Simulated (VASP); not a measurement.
Runs of VASP 6.6.1 on Mn. The structure is that of space group Pm-3m (No. 221), or close to it. The cells are those of the table. This isn't the form of Mn at room conditions, which is a 58-atom cubic cell.

```tsv
cell	gap on the mesh (eV)	pressure (GPa)
a = 2.237 Å, 1 atom	none	(a)
a = 2.328 Å, 1 atom	none	-10.8
a = 2.253 Å, 1 atom	none	9.7
a = 2.268 Å, 1 atom	none	4.7
```

Alike in all rows: task single point; level PBE; potentials or basis VASP PAW PBE potentials, release 64 (Mn_pv); no spin polarisation; k mesh 47 × 47 × 47; cutoff (eV) 520; smearing fermi-dirac 0.0612256 eV.

Question: Fill in the values left out.

Answer: (a) 15.3.

Caveats: the run has no spin polarisation, though such a crystal can be magnetic; the cell stands under pressure (at least some runs); the cell stands under tension (at least some runs).

A gap of «none» marks levels without a gap at the run's occupations.
